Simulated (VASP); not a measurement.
Au, 2 atoms in the cell. The typed cell holds 2 atoms: a = 2.900 Å, b = 2.900 Å, c = 4.880 Å, α = 90.00°, β = 90.00°, γ = 120.00°.  This cell differs from its parent crystal: atom 1 (Au) moved by (-0.200, -0.100) A along [1 1 0] and z.

- Program: VASP 6.6.1
- Task: single point
- Functional: r2SCAN
- Potentials or basis: VASP PAW PBE potentials, release 64 (Au)
- Cutoff: 550 eV
- k mesh: 18 × 18 × 10
- Occupations: gaussian, width 0.15 eV
- Spin: no spin polarisation
- Dipole correction: no
- Further INCAR settings: ALGO = Normal; EDIFF = 1e-06; NBANDS = 18

Potentials or basis: VASP PAW PBE potentials, release 64 (Au).

Launch:

```sh
$ cat potpaw_PBE.64/Au/POTCAR > POTCAR
$ cp INCAR.step1 INCAR
$ mpirun -np 4 vasp_std > vasp.out
$ cp INCAR.step2 INCAR
$ mpirun -np 4 vasp_std > vasp.out
```

Hardware: 4 MPI ranks on Intel(R) Xeon(R) 6975P-C (Granite Rapids), on a shared host.

Task: How long does it take, and how much memory?

Result: Run time: 4.8 min on 4 MPI ranks on Intel(R) Xeon(R) 6975P-C (Granite Rapids), with other jobs on the host, peak memory 0.92 GiB a rank. Counts: k points 1624.
